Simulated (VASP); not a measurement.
# Hf (Im-3m) in VASP: further runs

The runs below take Hf through single point, relaxation of cell and atoms, with PBEsol.

Program: VASP 6.6.1. These are calculated values, not measurements. Logs are shortened: lines on timing, memory, paths and dates and some standing lists are left out, and cuts for length are marked.

### 1 The cell of the first run

Symmetry: Im-3m, No. 229, cubic system. Conventional cell: a = 3.179 Å, b = 3.179 Å, c = 3.179 Å, α = 90.00°, β = 90.00°, γ = 90.00°. Hf (site symmetry m-3m) has 14 Hf at 2.75 to 3.18 Å within 3.6 Å.

This isn't the form of Hf at room conditions, which is hcp.

### 2 Single point, PBEsol

The input, INCAR:

```
PREC = Accurate
ENCUT = 500
EDIFF = 1E-6
ISMEAR = 0
SIGMA = 0.1
LREAL = F
LASPH = T
NELM = 120
ALGO = Normal
ISIF = 2
LWAVE = F
LCHARG = F
GGA = PS
NBANDS = 11
GGA_COMPAT = F
```

The input, KPOINTS:

```
Automatic mesh
0
Gamma
  8 8 8
```

The input, POSCAR:

```
Hf
1.0
   -1.5896357006      1.5896357006      1.5896357006
    1.5896357006     -1.5896357006      1.5896357006
    1.5896357006      1.5896357006     -1.5896357006
Hf
1
Direct
    0.0000000000      0.0000000000      0.0000000000
```

Potentials or basis: VASP PAW PBE potentials, release 64 (Hf_pv).

Started as:

```sh
$ cat potpaw_PBE.64/Hf_pv/POTCAR > POTCAR
$ mpirun -np 1 vasp_std > vasp.out
```

OUTCAR:

```text
PREC = Accurate
   ENCUT = 500
   EDIFF = 1E-6
   ISMEAR = 0
   LREAL = F
   LASPH = T
   NELM = 120
   ISIF = 2
   GGA = PS

 ion  position               nearest neighbor table
   1  0.000  0.000  0.000-

  LATTYP: Found a body centered cubic cell.
 ALAT       =     3.1792714012

  Lattice vectors:

 A1 = (  -1.5896357006,   1.5896357006,   1.5896357006)
 A2 = (   1.5896357006,  -1.5896357006,   1.5896357006)
 A3 = (   1.5896357006,   1.5896357006,  -1.5896357006)

Analysis of symmetry for initial positions (statically):
=====================================================================
 Subroutine PRICEL returns:
 Original cell was already a primitive cell.

 Routine SETGRP: Setting up the symmetry group for a
 body centered cubic supercell.

 Subroutine GETGRP returns: Found 48 space group operations
 (whereof 48 operations were pure point group operations)
 out of a pool of 48 trial point group operations.

The static configuration has the point symmetry O_h .

Analysis of symmetry for dynamics (positions and initial velocities):
=====================================================================
 Subroutine PRICEL returns:
 Original cell was already a primitive cell.

 Routine SETGRP: Setting up the symmetry group for a
 body centered cubic supercell.

 Subroutine GETGRP returns: Found 48 space group operations
 (whereof 48 operations were pure point group operations)
 out of a pool of 48 trial point group operations.

The dynamic configuration has the point symmetry O_h .

 Subroutine INISYM returns: Found 48 space group operations
 (whereof 48 operations are pure point group operations),
 and found     1 'primitive' translations

----------------------------------------------------------------------------------------

                                     Primitive cell

  volume of cell :      16.0677

  direct lattice vectors                    reciprocal lattice vectors
    -1.589635701  1.589635701  1.589635701     0.000000000  0.314537475  0.314537475
     1.589635701 -1.589635701  1.589635701     0.314537475  0.000000000  0.314537475
     1.589635701  1.589635701 -1.589635701     0.314537475  0.314537475  0.000000000

  length of vectors
     2.753329799  2.753329799  2.753329799     0.444823164  0.444823164  0.444823164

  position of ions in fractional coordinates (direct lattice)
     0.000000000  0.000000000  0.000000000

  ion indices of the primitive-cell ions
   primitive index   ion index
                 1           1

----------------------------------------------------------------------------------------

 KPOINTS: Automatic mesh

Automatic generation of k-mesh.
 Grid dimensions read from file:
 generate k-points for:    8    8    8

 Generating k-lattice:

  Cartesian coordinates                     Fractional coordinates (reciprocal lattice)
     0.000000000  0.039317184  0.039317184     0.125000000  0.000000000  0.000000000
     0.039317184  0.000000000  0.039317184     0.000000000  0.125000000  0.000000000
     0.039317184  0.039317184  0.000000000     0.000000000  0.000000000  0.125000000

  Length of vectors
     0.055602895  0.055602895  0.055602895

  Shift w.r.t. Gamma in fractional coordinates (k-lattice)
     0.000000000  0.000000000  0.000000000

 Subroutine IBZKPT returns following result:
 ===========================================

 Found     29 irreducible k-points:

 Following reciprocal coordinates:
            Coordinates               Weight
  0.000000  0.000000  0.000000      1.000000
  0.125000  0.000000  0.000000     12.000000
  0.250000  0.000000  0.000000     12.000000
  0.375000  0.000000  0.000000     12.000000
  0.500000  0.000000  0.000000      6.000000
  0.125000  0.125000  0.000000     24.000000
[... 16 lines left out ...]
 -0.250000  0.250000  0.250000      6.000000
 -0.375000  0.375000  0.250000     24.000000
 [... further k-points ...]
   k-points           NKPTS =     29   k-points in BZ     NKDIM =     29   number of bands    NBANDS=     11
   number of dos      NEDOS =    301   number of ions     NIONS =      1
   total plane-waves  NPLWV =   8000
   dimension x,y,z NGX =    20 NGY =   20 NGZ =   20
   dimension x,y,z NGXF=    40 NGYF=   40 NGZF=   40
   ions per type =               1
   NGX,Y,Z   is equivalent  to a cutoff of  12.08, 12.08, 12.08 a.u.
   NGXF,Y,Z  is equivalent  to a cutoff of  24.15, 24.15, 24.15 a.u.
 SYSTEM =  unknown system
   PREC   = accura    normal or accurate (medium, high low for compatibility)
   ISTART =      0    job   : 0-new  1-cont  2-samecut
   ICHARG =      2    charge: 1-file 2-atom 10-const
   ISPIN  =      1    spin polarized calculation?
   LNONCOLLINEAR =      F non collinear calculations
   LSORBIT =      F    spin-orbit coupling
   LASPH  =      T    aspherical Exc in radial PAW
   ENCUT  =  500.0 eV  36.75 Ry    6.06 a.u.   5.02  5.02  5.02*2*pi/ulx,y,z
   NELM   =    120;   NELMIN=  2; NELMDL= -5     # of ELM steps
   EDIFF  = 0.1E-05   stopping-criterion for ELM
   LREAL  =      F    real-space projection
   EDIFFG = 0.1E-04   stopping-criterion for IOM
   NSW    =      0    number of steps for IOM
   IBRION =     -1    ionic relax: 0-MD 1-quasi-New 2-CG
   NFREE  =      0    steps in history (QN), initial steepest desc. (CG)
   ISIF   =      2    stress and relaxation
   ISYM   =      2    0-nonsym 1-usesym 2-fastsym
   POTIM  = 0.5000    time-step for ionic-motion
   TEBEG  =    0.0;   TEEND  =   0.0 temperature during run
   PSTRESS=    0.0 pullay stress
   NELECT =      10.0000    total number of electrons
   NUPDOWN=      -1.0000    fix difference up-down
   EMIN   =  10.00;   EMAX   =-10.00  energy-range for DOS
   EFERMI =   0.00;   METHOD = LEGACY
   ISMEAR =     0;   SIGMA  =   0.10  broadening in eV -4-tet -1-fermi 0-gaus
   EFERMI_NEDOS =   21; number of points for ismear=-14 and -15
   IALGO  =     38    algorithm
   IMIX   =      4    mixing-type and parameters
     AMIX     =   0.40;   BMIX     =  1.00
     AMIX_MAG =   1.60;   BMIX_MAG =  1.00
  volume/ion in A,a.u.               =      16.07       108.43
  Fermi-wavevector in a.u.,A,eV,Ry     =   1.397732  2.641330 26.581085  1.953655
  Thomas-Fermi vector in A             =   2.520959
   LORBIT       =      0    0 simple, 1 ext, 2 COOP (PROOUT), +10 PAW based schemes
   GGA     = PS    functional components
   LHFCALC =     F    Hartree Fock is set to
   AEXX    =    0.0000 exact exchange contribution
   IVDW    =     0    specifies the selected vdW correction
   LEPSILON=     F    determine dielectric tensor
   LRPA    =     F    only Hartree local field effects (RPA)
 non-spin polarized calculation
 Gauss-broadening in eV      SIGMA  =   0.10
  energy-cutoff  :      500.00
  volume of cell :       16.07
 maximum number of plane-waves:       420
   NGX =  9   NGY =  9   NGZ =  9

 number of electron      10.0000000 magnetization

 number of electron       9.9999997 magnetization

 Free energy of the ion-electron system (eV)
  ---------------------------------------------------
  ext. energy  EPLUGINS =         0.00000000
  ---------------------------------------------------
  free energy    TOTEN  =        -9.69028146 eV

  energy without entropy =       -9.68071701  energy(sigma->0) =       -9.68549923

 E-fermi :   6.9812     XC(G=0): -12.9980

 val. band max:        6.8527906978   @ k =   0.2500   0.1250   0.1250
 cond. band min:       6.9900840544   @ k =   0.2500   0.2500   0.1250
 fundamental gap:      0.1372933566
 Fermi energy:         6.9812485432

 k-point     1 :       0.0000    0.0000    0.0000
  band No.  band energies     occupation
      1     -21.5867      2.00000
      2     -21.5867      2.00000
      3     -21.5867      2.00000
      4      -1.0443      2.00000
      5       8.5562      0.00000
      6       8.5562      0.00000
      7       8.5562      0.00000
      8      12.4125      0.00000
      9      12.4125      0.00000
     10      21.2455      0.00000
     11      21.8911      0.00000

 k-point     2 :       0.1250    0.0000    0.0000
  band No.  band energies     occupation
      1     -21.9741      2.00000
      2     -21.6964      2.00000
      3     -21.5916      2.00000
      4      -0.1911      2.00000
      5       7.9687      0.00000
      6       8.2584      0.00000
      7       9.4194      0.00000
      8      11.6418      0.00000
      9      12.3895      0.00000
     10      21.2423      0.00000
     11      22.7195      0.00000

 k-point     3 :       0.2500    0.0000    0.0000
  band No.  band energies     occupation
      1     -22.8293      2.00000
      2     -21.9523      2.00000
      3     -21.6037      2.00000
      4       1.6264      2.00000
      5       6.8226      1.97516
      6       7.4221      0.00000
      7      11.7810      0.00000
      8      11.8694      0.00000
      9      12.6004      0.00000
     10      21.2370      0.00000
     11      23.0810      0.00000

 k-point     4 :       0.3750    0.0000    0.0000
  band No.  band energies     occupation
      1     -23.5970      2.00000
      2     -22.1967      2.00000
      3     -21.6162      2.00000
      4       2.3879      2.00000
      5       5.9089      2.00000
      6       8.4002      0.00000
      7      12.5745      0.00000
      8      13.3093      0.00000
      9      15.4101      0.00000
     10      20.5552      0.00000
     11      21.2138      0.00000
[... 239 lines left out ...]
 k-point    22 :       0.2500    0.2500    0.2500
  band No.  band energies     occupation
      1     -22.7945      2.00000
      2     -22.7945      2.00000
      3     -22.7945      2.00000
      4       6.3749      2.00000
      5       6.3749      2.00000
      6       6.3749      2.00000
      7      14.1949      0.00000
      8      14.1949      0.00000
      9      16.2024      0.00000
     10      21.2709      0.00000
     11      22.4390      0.00000

 k-point    23 :      -0.2500    0.2500    0.2500
  band No.  band energies     occupation
      1     -22.8892      2.00000
      2     -22.3543      2.00000
      3     -22.3543      2.00000
      4       3.8297      2.00000
      5       5.8843      2.00000
      6       9.1529      0.00000
      7       9.1529      0.00000
      8      11.5894      0.00000
      9      13.9955      0.00000
     10      21.2352      0.00000
     11      22.8440      0.00000

 k-point    24 :      -0.3750    0.3750    0.2500
  band No.  band energies     occupation
      1     -23.3113      2.00000
      2     -22.6216      2.00000
      3     -22.4380      2.00000
      4       4.2383      2.00000
      5       4.9462      2.00000
      6       9.1465      0.00000
      7       9.9295      0.00000
      8      14.4624      0.00000
      9      14.4993      0.00000
     10      21.2341      0.00000
     11      23.8518      0.00000

 [... further k-points ...]
[... 5 lines left out ...]
  --------------------------------------------------------------------------------------
  -------------------------------------------------------------------------------------
  Total        4.8747793      4.8747793      4.8747793     -0.0000000      0.0000000     -0.0000000
  in kB      486.0855646    486.0855646    486.0855646     -0.0000000      0.0000000     -0.0000000
  external PRESSURE =     486.0855646 kB  Pullay stress =       0.0000000 kB

 VOLUME and BASIS-vectors are now :
 -----------------------------------------------------------------------------
  energy-cutoff  :      500.00
  volume of cell :       16.07
      direct lattice vectors                 reciprocal lattice vectors
    -1.589635701  1.589635701  1.589635701     0.000000000  0.314537475  0.314537475
     1.589635701 -1.589635701  1.589635701     0.314537475  0.000000000  0.314537475
     1.589635701  1.589635701 -1.589635701     0.314537475  0.314537475  0.000000000

 POSITION                                       TOTAL-FORCE (eV/Angst)
 -----------------------------------------------------------------------------------
      0.00000      0.00000      0.00000        -0.000000     -0.000000      0.000000
 -----------------------------------------------------------------------------------
    total drift:                                0.000000     -0.000000      0.000000

  FREE ENERGIE OF THE ION-ELECTRON SYSTEM (eV)
  ---------------------------------------------------
  free  energy   TOTEN  =        -9.6902814557 eV

  energy  without entropy=       -9.6807170117  energy(sigma->0) =       -9.68549923
```

Wall time 3.9 s (1 thread of Intel Xeon Platinum 8259CL at 2.50GHz (Skylake/Cascade Lake), shared host); peak memory 0.12 GiB.

Results:

```
Free energy            : -9.6903 eV
Pressure               : 48.6 GPa
Band gap on the k mesh : zero (bands 5 and 6 overlap by 2.86 eV)
```

Caveat: the cell stands under pressure; the PAW data sets were made with another functional, which shifts forces and pressure a little; spin-orbit coupling is left out, which moves the levels of the heavy elements.

### 3 Relaxation of cell and atoms, PBEsol, target pressure 50 GPa, at which the enthalpy is minimised

This run uses another cell than the first one, of 23.52 Å³/atom.

The input, INCAR:

```
PREC = Accurate ; ENCUT = 500
EDIFF = 1E-7 ; ISMEAR = 0
SIGMA = 0.1 ; LREAL = False
LASPH = True ; NELM = 120
ALGO = Normal ; ISIF = 3
LWAVE = False ; LCHARG = False
GGA = PS ; IBRION = 2
NSW = 100 ; EDIFFG = -0.05
PSTRESS = 500.0 ; GGA_COMPAT = False
NELMIN = 4
```

KPOINTS is that of step 2.

The input, POSCAR:

```
Hf
1.0
   -1.8050000000      1.8050000000      1.8050000000
    1.8050000000     -1.8050000000      1.8050000000
    1.8050000000      1.8050000000     -1.8050000000
Hf
1
Direct
    0.0000000000      0.0000000000      0.0000000000
```

Potentials or basis: VASP PAW PBE potentials, release 64 (Hf_pv).

Started as:

```sh
$ cat potpaw_PBE.64/Hf_pv/POTCAR > POTCAR
$ mpirun -np 1 vasp_std > vasp.out
```

Run time: 36 s. Hardware: 1 thread of Intel Xeon Platinum 8259CL at 2.50GHz (Skylake/Cascade Lake), shared host; peak memory 0.18 GiB.

The run converged. Its results:

| Property | Result |
| --- | --- |
| Free energy | -9.6646 eV |
| Relaxed volume | 15.98 Å³/atom |
| Relaxed cell | a = 2.748 Å, b = 2.748 Å, c = 2.748 Å, α = 109.47°, β = 109.47°, γ = 109.47° |
| Space group after relaxing (to 0.1 Å) | Im-3m (No. 229) |
| Energy change on relaxing (the run minimises the enthalpy) | +607.6 meV/atom |
| Ionic steps | 9 |
| Pressure after relaxing | 50.0 GPa |
| Band gap on the k mesh | zero (bands 5 and 6 overlap by 2.87 eV) |

The path:
| step | energy change (eV) | largest force (eV/Å) | pressure (GPa) | volume (Å³) |
| --- | --- | --- | --- | --- |
| 1 | 0.0000 | 0.0000 | -9.69 | 23.52 |
| 2 | 50.7149 | 0.0000 | 4461.23 | 4.52 |
| 3 | -0.0716 | 0.0000 | -1.86 | 21.62 |
| 4 | -0.0559 | 0.0000 | 5.89 | 20.25 |
| 5 | 0.7254 | 0.0000 | 55.80 | 15.62 |
| 6 | 0.5964 | 0.0000 | 49.41 | 16.02 |
| 7 | 0.6376 | 0.0000 | 51.54 | 15.88 |
| 8 | 0.5447 | 0.0000 | 46.70 | 16.19 |
| 9 | 0.6076 | 0.0000 | 50.00 | 15.98 |

Final structure:
```yaml
crystal:
  lattice:
    - [-1.58673, 1.58673, 1.58673]
    - [1.58673, -1.58673, 1.58673]
    - [1.58673, 1.58673, -1.58673]
  atoms:
    - { symbol: Hf, position: [0.00000, 0.00000, 0.00000] }
```

Levels at points of the mesh, in eV from the Fermi level:
| k point | band 2 | band 3 | band 4 | band 5 | band 6 | band 7 | band 8 | band 9 |
| --- | --- | --- | --- | --- | --- | --- | --- | --- |
| (0.00, 0.00, 0.00) | -28.56 | -28.56 | -8.04 | 1.57 | 1.57 | 1.57 | 5.44 | 5.44 |
| (0.50, 0.00, 0.00) | -29.27 | -28.59 | -4.72 | -1.43 | 3.00 | 5.58 | 6.95 | 10.99 |
| (0.50, 0.50, 0.50) | -30.12 | -30.12 | -4.51 | -4.51 | 9.57 | 9.57 | 9.57 | 10.51 |

Caveat: the cell is relaxed towards a set pressure, so the run minimises the enthalpy, not the energy; the volume moved by over 15 % at a fixed basis, so the end points are rough; the PAW data sets were made with another functional, which shifts forces and pressure a little; spin-orbit coupling is left out, which moves the levels of the heavy elements.

### 4 Single point, PBEsol

This run uses another cell than the first one, of 13.66 Å³/atom.

The input, INCAR:

```
SYSTEM = Hf
  ALGO = Normal
  EDIFF = 1E-6
  ENCUT = 500
  GGA = PS
  GGA_COMPAT = .False.
  ISIF = 2
  ISMEAR = 0
  LASPH = .True.
  LCHARG = .False.
  LREAL = .False.
  LWAVE = .False.
  NBANDS = 11
  NELM = 120
  PREC = Accurate
  SIGMA = 0.1
```

The input, KPOINTS:

```
k-points
0
Gamma
  18 18 18
  0 0 0
```

The input, POSCAR:

```
Hf
1.0
   -1.5058048162      1.5058048162      1.5058048162
    1.5058048162     -1.5058048162      1.5058048162
    1.5058048162      1.5058048162     -1.5058048162
Hf
1
Direct
    0.0000000000      0.0000000000      0.0000000000
```

Started as:

```sh
$ cat potpaw_PBE.64/Hf_pv/POTCAR > POTCAR
$ mpirun -np 1 vasp_std > vasp.out
```

Run time: 17 s. Hardware: 1 thread of Intel Xeon Platinum 8259CL at 2.50GHz (Skylake/Cascade Lake), shared host; peak memory 0.14 GiB.

Results (log left out):

```yaml
Free_energy: -8.6749 eV
Pressure: 98.9 GPa
Band_gap_on_the_k_mesh: zero (bands 5 and 6 overlap by 2.96 eV)
```

Levels at points of the mesh, in eV from the Fermi level:
```tsv
k point	band 2	band 3	band 4	band 5	band 6	band 7	band 8	band 9
(0.00, 0.00, 0.00)	-27.85	-27.85	-8.10	1.64	1.64	1.64	6.10	6.10
(0.50, 0.00, 0.00)	-28.93	-27.92	-5.35	-1.93	4.70	6.51	8.06	13.06
(0.50, 0.50, 0.50)	-30.21	-30.21	-5.57	-5.57	11.25	11.25	11.25	12.78
```

Caveat: the cell stands under pressure; the PAW data sets were made with another functional, which shifts forces and pressure a little; spin-orbit coupling is left out, which moves the levels of the heavy elements.

[end of part 1 of 2]

The gap in the log of VASP goes by the Fermi energy; the results here count the filled bands.